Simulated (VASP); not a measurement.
Here is a VASP 6.6.1 calculation.

File INCAR:

```
ALGO = Normal
EDIFF = 1E-6
ENCUT = 500
GGA = PS
GGA_COMPAT = False
ISIF = 2
ISMEAR = -1
LASPH = True
LCHARG = False
LREAL = False
LWAVE = False
NBANDS = 12
NELM = 120
PREC = Accurate
SIGMA = 0.05
```

KPOINTS

```
k-points
0
Gamma
  9 6 6
```

The input POSCAR:

```
Sb
1.0
    3.1224020000      0.0624480400      0.0000000000
    0.0869503600      4.3475180000      0.0000000000
   -0.0389150000     -0.0007783000      4.4058520000
Sb
2
Direct
    0.0113890000      0.2500000000      0.2411660000
    0.9886110000      0.7500000000      0.7588340000
```

Potentials or basis: VASP PAW PBE potentials, release 64 (Sb).

Command:

```console
$ cat potpaw_PBE.64/Sb/POTCAR > POTCAR
$ mpirun -np 1 vasp_std > vasp.out
```

(1) What does it give for the pressure?

(2) Predict the band gap on the k mesh.

(3) Predict the largest force.

Answers

(1) -2.1 GPa.

(2) zero (band 5 reaches 12.03 eV, above the bottom of band 6 at 3.80 eV).

(3) 0.052 eV/Å.

Caveat: the PAW data sets were made with another functional, which shifts forces and pressure a little; spin-orbit coupling is left out, which moves the levels of the heavy elements.
